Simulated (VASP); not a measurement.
The system is TiO2.

```
Ti O
1.0
     3.01467    0.00000    0.00000
    -1.50734    2.61078    0.00000
     0.00000    0.00000    4.21978
Ti O
1 2
Cartesian
  0.0000 0.0000 3.2836
  0.0000 1.7405 4.1505
  1.5073 0.8703 2.3081
```

The cell was generated, and may not be a known phase.

| Quantity | Value |
| --- | --- |
| Program | VASP 6.6.1 |
| Task | relaxation of cell and atoms |
| Functional | PBE |
| Potentials or basis | VASP PAW PBE potentials, release 64 (Ti_sv, O_h) |
| Cutoff | 1340 eV |
| k mesh | 6 × 6 × 4 |
| Occupations | gaussian, width 0.1 eV |
| Spin | collinear spin |
| Starting moments | [1.0, 0.0, 0.0] μB |

At the start: pressure 4.8 GPa; volume 11.07 Å³/atom.

Task: Where does the relaxation end?

Result: Over 21 steps the energy falls by 52.5 meV/atom and the volume is 13.72 Å³/atom (+23.9 %); space group P3m1 (No. 156, to 0.1 Å) before, P-3m1 (No. 164, to 0.1 Å); moment 0.00 μB per cell.

Step by step:
| step | energy change (eV) | largest force (eV/Å) | pressure (GPa) | volume (Å³) |
| --- | --- | --- | --- | --- |
| 1 | 0.0000 | 0.9638 | 4.83 | 33.21 |
| 2 | -0.0480 | 0.8408 | -5.86 | 34.83 |
| 3 | -0.0605 | 0.4053 | -2.87 | 34.32 |
| 4 | -0.0848 | 0.5366 | 2.66 | 33.95 |
| 5 | -0.0863 | 0.4215 | 1.53 | 34.03 |
| 6 | -0.1036 | 0.2347 | 1.83 | 34.41 |
| 7 | -0.1114 | 0.3725 | 2.34 | 34.87 |
| 8 | -0.1233 | 0.4092 | 0.41 | 35.60 |
| 9 | -0.1311 | 0.4715 | -2.13 | 36.69 |
| 10 | -0.1410 | 0.1987 | -0.90 | 36.97 |
| 11 | -0.1452 | 0.1395 | 0.40 | 37.25 |
| 12 | -0.1453 | 0.1792 | 0.70 | 37.31 |
| 13 | -0.1477 | 0.1478 | 0.69 | 37.61 |
| 14 | -0.1526 | 0.1377 | 0.81 | 38.52 |
| 15 | -0.1541 | 0.3251 | 1.29 | 40.32 |
| 16 | -0.1564 | 0.1866 | 0.32 | 40.90 |
| 17 | -0.1566 | 0.1104 | -0.60 | 41.38 |
| 18 | -0.1567 | 0.1189 | -0.34 | 41.23 |
| 19 | -0.1572 | 0.0757 | -0.20 | 41.19 |
| 20 | -0.1575 | 0.0528 | 0.06 | 41.14 |
| 21 | -0.1576 | 0.0274 | -0.04 | 41.15 |

Final structure:
```xyz
3
Lattice="2.9924 0.0000 0.0000 -1.4962 2.5915 0.0000 0.0000 0.0000 5.3058" Properties=species:S:1:pos:R:3 pbc="T T T"
Ti    0.0000    0.0000    4.0826
O     0.0000    1.7277    5.0491
O     1.4962    0.8638    3.1178
```

Caveat: the volume moved by over 15 % at a fixed basis, so the end points are rough.
